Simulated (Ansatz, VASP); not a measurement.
## Al2Cu in VASP and in Ansatz

Contents of INCAR:

```
SYSTEM = Al2Cu
PREC     = Accurate       ! precision mode
ENCUT    = 520            ! plane-wave cutoff, eV
EDIFF    = 1E-6           ! SCF threshold, eV
ISMEAR   = 0              ! smearing method
SIGMA    = 0.15           ! smearing width, eV
LREAL    = .FALSE.        ! projectors in reciprocal space
LASPH    = .TRUE.         ! aspherical terms in the spheres
NELM     = 100            ! most SCF steps
ALGO     = Fast           ! electronic algorithm
ISIF     = 2              ! what is computed and relaxed
LWAVE    = .FALSE.        ! write WAVECAR
LCHARG   = .TRUE.         ! write CHGCAR
GGA      = PS             ! functional
LELF     = .TRUE.         ! ELF
LVHAR    = .TRUE.       
NBANDS   = 16             ! bands
```

Contents of KPOINTS:

```
Automatic mesh
0
G
  16 16 16
  0 0 0
```

The input POSCAR:

```
Al2Cu
1.0
   -2.0246315468      2.0246315468      2.8630136658
    2.0246315468     -2.0246315468      2.8630136658
    2.0246315468      2.0246315468     -2.8630136658
Al Cu
2 1
Direct
    0.7500000000      0.2963047215      0.5463047215
    0.2500000000      0.7963047215      0.5463047215
    0.5000000000      0.4606781662     -0.0393218338
```

Input for Ansatz:

```yaml
crystal:
  lattice:
    - [-2.0246315468, 2.0246315468, 2.8630136658]
    - [2.0246315468, -2.0246315468, 2.8630136658]
    - [2.0246315468, 2.0246315468, -2.8630136658]
  atoms:
    - { symbol: Al, position: [0.75, 0.2963047215, 0.5463047215] }
    - { symbol: Al, position: [0.25, 0.7963047215, 0.5463047215] }
    - { symbol: Cu, position: [0.5, 0.4606781662, -0.0393218338] }
basis:
  ecutwfc: 420
kpoints:
  mp_grid: { grid: [16, 16, 16] }
hamiltonian:
  xc: pbesol
scf:
  occupations: { method: gaussian, width: 0.15 }
output:
  forces: true
  stress: true
  eigenvalues: true
```

Change from the starting cell: mode 4 (265.8 1/cm) frozen in, largest displacement +0.188 Å.

Alike in both runs: task single point; functional PBEsol; k mesh 16 × 16 × 16; occupations gaussian, width 0.15 eV; no spin polarisation.

|  | VASP | Ansatz |
| --- | --- | --- |
| version | VASP 6.6.1 | Ansatz 0.2.0 |
| potentials or method | VASP PAW PBE potentials, release 64 (Al, Cu), cutoff 520 eV | scalar-relativistic, plane waves, PAW |
| valence electrons in the cell | 17 | 25 |

|  | VASP | Ansatz | Ansatz less VASP |
| --- | --- | --- | --- |
| gap on the k mesh at the Fermi level (eV) | none | none | - |
| pressure (GPa) | 5.0 | 4.7 | -0.32 |
| traceless stress, the component that is largest in VASP (GPa) | -5.57 | -5.56 | +0.008 |
| rms of the force components (eV/Å) | 1.298 | 1.297 | -0.0003 |

VASP's potentials were made for PBE, not for PBEsol. Atom by atom the forces differ by 0.001 eV/Å (rms over components). A gap of «none» marks a metal or a gap that the smearing closes. The functional is the same, so the differences come from potentials, cutoffs and numerics. VASP's potentials hold 17 valence electrons a cell and Ansatz's 25, so a difference there can come from the potentials and not from the codes.
